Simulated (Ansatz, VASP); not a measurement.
**One calculation of Y, two programs**

POSCAR

```
Y
1.0
    2.7519234713     -4.6639999454      0.0000000000
    2.7519234713      4.6639999454      0.0000000000
    0.0000000000      0.0000000000      5.5111679974
Y
4
Direct
    0.1525000000      0.8475000000      0.0785000000
    0.6525000000      0.3475000000      0.4215000000
    0.8475000000      0.1525000000      0.9215000000
    0.3475000000      0.6525000000      0.5785000000
```

Contents of INCAR.step1:

```
SYSTEM = Y
ALGO = Normal
EDIFF = 1E-4
ENCUT = 520
GGA = PE
ISMEAR = 0
LASPH = .TRUE.
LCHARG = .FALSE.
LREAL = .FALSE.
LWAVE = .TRUE.
NBANDS = 30
NELM = 60
PREC = Accurate
SIGMA = 0.1
```

File INCAR.step2:

```
SYSTEM = Y
ALGO = Normal
EDIFF = 1E-7
ENCUT = 520
ISIF = 2
ISMEAR = 0
ISTART = 1
LASPH = .TRUE.
LCHARG = .FALSE.
LMIXTAU = .TRUE.
LREAL = .FALSE.
LWAVE = .FALSE.
METAGGA = R2SCAN
NBANDS = 30
NELM = 60
PREC = Accurate
SIGMA = 0.1
```

File KPOINTS:

```
k-points
0
G
  4 4 4
  0 0 0
```

Input for Ansatz:

```yaml
crystal:
  lattice:
    - [2.7519234713, -4.6639999454, 0.0]
    - [2.7519234713, 4.6639999454, 0.0]
    - [0.0, 0.0, 5.5111679974]
  atoms:
    - { symbol: "Y", position: [0.1525, 0.8475, 0.0785] }
    - { symbol: "Y", position: [0.6525, 0.3475, 0.4215] }
    - { symbol: "Y", position: [0.8475, 0.1525, 0.9215] }
    - { symbol: "Y", position: [0.3475, 0.6525, 0.5785] }
basis:
  ecutwfc: 500
kpoints:
  mp_grid: { grid: [4, 4, 4] }
hamiltonian:
  xc: r2scan
scf:
  occupations: { method: gaussian, width: 0.1 }
  lower_state_search: "off"
output:
  forces: true
  stress: true
  eigenvalues: true
```

Alike in both runs: task single point; functional r2SCAN; k mesh 4 × 4 × 4; occupations gaussian, width 0.1 eV; no spin polarisation.

|  | VASP | Ansatz |
| --- | --- | --- |
| version | VASP 6.6.1 | Ansatz 0.2.0 |
| potentials or method | VASP PAW PBE potentials, release 64 (Y_sv), cutoff 520 eV | scalar-relativistic, plane waves, PAW |
| valence electrons in the cell | 44 | 44 |

Ansatz gave:

```
gap on the k mesh at the Fermi level (eV)                     : none
pressure (GPa)                                                : 2.2
traceless stress, the component that is largest in VASP (GPa) : 4.12
rms of the force components (eV/Å)                            : 0.104
```

Q: Which values does VASP return?

A: gap on the k mesh at the Fermi level (eV): none; pressure (GPa): 2.2; traceless stress, the component that is largest in VASP (GPa): 4.13; rms of the force components (eV/Å): 0.105.

VASP's potentials were made for PBE, not for r2SCAN. Atom by atom the forces differ by 0.004 eV/Å (rms over components). A gap of «none» marks a metal or a gap that the smearing closes.
